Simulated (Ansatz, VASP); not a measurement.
One calculation of C, two programs

```
C
1.0
     2.12942   -1.22943   -0.00955
     2.12942    1.22943   -0.00955
    -1.39615    0.00000    3.63380
C
2
Direct
  0.83335 0.83335 0.00004
  0.16665 0.16665 0.99996
```

Alike in both runs: functional PBEsol; k mesh 14 × 14 × 8; occupations gaussian, width 0.02 eV; no spin polarisation.

Ansatz relaxed the structure, and its values are those at the end. VASP's run is a single point on that final structure, the one shown.

```csv
,VASP,Ansatz
version,VASP 6.6.1,Ansatz 0.2.0
potentials or method,"VASP PAW PBE potentials, release 64 (C), cutoff 520 eV","scalar-relativistic, plane waves, PAW"
valence electrons in the cell,8,8
```

Ansatz gave:

```
gap on the k mesh at the Fermi level (eV) : 0.89
least direct gap on the mesh (eV)         : 0.89
pressure (GPa)                            : 0.0
```

**Question.** Which values does VASP return?

**Answer.** gap on the k mesh at the Fermi level (eV): 0.89; least direct gap on the mesh (eV): 0.89; pressure (GPa): 0.6.

VASP's potentials were made for PBE, not for PBEsol. The functional is the same, so the differences come from potentials, cutoffs and numerics.
